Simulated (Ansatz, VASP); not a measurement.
One calculation of NiO, two programs

```xyz
2
Lattice="-0.0418 2.0704 2.0704 2.0704 -0.0418 2.0704 2.0704 2.0704 -0.0418" Properties=species:S:1:pos:R:3 pbc="T T T"
Ni    0.0000    0.0000    0.0000
O     2.0495    2.0495    2.0495
```

Change from the starting cell: equal xy, yz and zx shear strains of -2 %.

Alike in both runs: task single point; functional PBE; k mesh 17 × 17 × 17; occupations fermi-dirac, width 0.03 eV; collinear spin.

|  | VASP | Ansatz |
| --- | --- | --- |
| version | VASP 6.6.1 | Ansatz 0.2.0 |
| potentials or method | VASP PAW PBE potentials, release 64 (Ni, O), cutoff 520 eV | all-electron LAPW, scalar-relativistic |

|  | VASP | Ansatz | Ansatz less VASP |
| --- | --- | --- | --- |
| pressure (GPa) | 3.8 | 4.7 | +0.92 |
| traceless stress, the component that is largest in VASP (GPa) | 1.13 | 1.12 | -0.012 |
| net moment per atom (μB) | 0.86 | 0.89 | +0.039 |
| size of the moment on the site where the two differ most (μB) | 1.41 | 1.49 | +0.076 |

Site moments also hang on the region over which each program counts them. Ansatz ran all-electron here, and VASP with PAW potentials.
